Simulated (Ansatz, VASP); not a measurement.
**One calculation of Hf, two programs**

```
Hf
1.0
     0.00000    2.22000    2.22000
     2.22000    0.00000    2.22000
     2.22000    2.22000    0.00000
Hf
1
Direct
  0.00000 0.00000 0.00000
```

Alike in both runs: functional PBEsol; dispersion D3(BJ); k mesh 10 × 10 × 10; occupations tetrahedron; no spin polarisation; Hubbard terms Hf d U = 4.0 eV.

|  | VASP | Ansatz |
| --- | --- | --- |
| version | VASP 6.6.1 | Ansatz 0.2.0 |
| potentials or method | VASP PAW PBE potentials, release 64 (Hf_pv) | Ansatz PAW |
| plane-wave cutoff (eV) | 500 | 420 |
| valence electrons in the cell | 10 | 26 |
| task | single point | electron localisation function |

|  | VASP | Ansatz | Ansatz less VASP |
| --- | --- | --- | --- |
| gap on the k mesh at the Fermi level (eV) | none | none | - |
| pressure (GPa) | 9.5 | -6.5 | -16.03 |

VASP's potentials were made for PBE, not for PBEsol. The programs project onto different local orbitals, so the same U acts differently, and such runs can settle in different states. A gap of «none» marks a metal or a gap that the smearing closes. VASP's potentials hold 10 valence electrons a cell and Ansatz's 26, so a difference there can come from the potentials and not from the codes.

Neither program's run includes spin-orbit coupling.
